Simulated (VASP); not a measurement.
Crystal: Ni.

```
CELL_PARAMETERS angstrom
2.46424 0.00000 0.00000
-1.23212 2.13409 0.00000
0.00000 0.00000 4.09978
ATOMIC_POSITIONS crystal
Ni 0.66667 0.33333 0.75000
Ni 0.33333 0.66667 0.25000
```

Base run:

| Property | Result |
| --- | --- |
| Program | VASP 6.6.1 |
| Functional | PBEsol |
| Potentials or basis | VASP PAW PBE potentials, release 64 (Ni) |
| Cutoff | 520 eV |
| k mesh | 12 × 12 × 7 |
| Occupations | fermi-dirac, width 0.05 eV |
| Spin | collinear spin, ferromagnetic start |
| Starting moments | [1.0, 1.0] μB |

Its results: pressure -7.1 GPa; net moment 1.29 μB per cell; site moments Ni +0.65 μB.

**Question.** The run is repeated on the same cell with these changes: functional from PBEsol to LDA; potentials or basis from VASP PAW PBE potentials, release 64 (Ni) to VASP PAW LDA potentials, release 64 (Ni). What comes out?

**Answer.** Pressure -14.6 GPa; net moment 1.19 μB per cell; site moments Ni +0.60 μB.

Caveats: the PAW data sets were made with another functional, which shifts forces and pressure a little (some runs).
